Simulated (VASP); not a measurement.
SrO, 2 atoms in the cell. It takes space group I4/mmm (No. 139, tetragonal). Conventional cell: a = 3.634 Å, b = 3.634 Å, c = 5.345 Å, α = 90.00°, β = 90.00°, γ = 90.00°. Sr (site symmetry 4/mmm) has 6 O at 2.57 to 2.67 Å within 3.4 Å. Within 3.4 Å of O (site symmetry 4/mmm) lie 6 Sr at 2.57 to 2.67 Å.  This cell differs from its parent crystal: strain +0.000 along x and y, +0.040 along z.

```yaml
Program: VASP 6.6.1
Task: single point
Functional: r2SCAN
Potentials_or_basis: VASP PAW PBE potentials, release 64 (Sr_sv, O)
Cutoff: 520 eV
k_mesh: 8 × 8 × 8
Occupations: gaussian, width 0.05 eV
Spin: no spin polarisation
Dipole_correction: no
Further_INCAR_settings: ALGO = Normal; EDIFF = 1e-06; NBANDS = 15
```

Potentials or basis: VASP PAW PBE potentials, release 64 (Sr_sv, O).

Launch:

```console
$ cat potpaw_PBE.64/Sr_sv/POTCAR potpaw_PBE.64/O/POTCAR > POTCAR
$ cp INCAR.step1 INCAR
$ mpirun -np 1 vasp_std > vasp.out
$ cp INCAR.step2 INCAR
$ mpirun -np 1 vasp_std > vasp.out
```

Hardware: 1 thread of Intel Xeon 8259CL (shared host).

Q: How long does it take, and how much memory?

A: Run time: 3.5 min on 1 thread of Intel Xeon 8259CL, on a shared host, peak memory 0.18 GiB. Counts: k points 59.
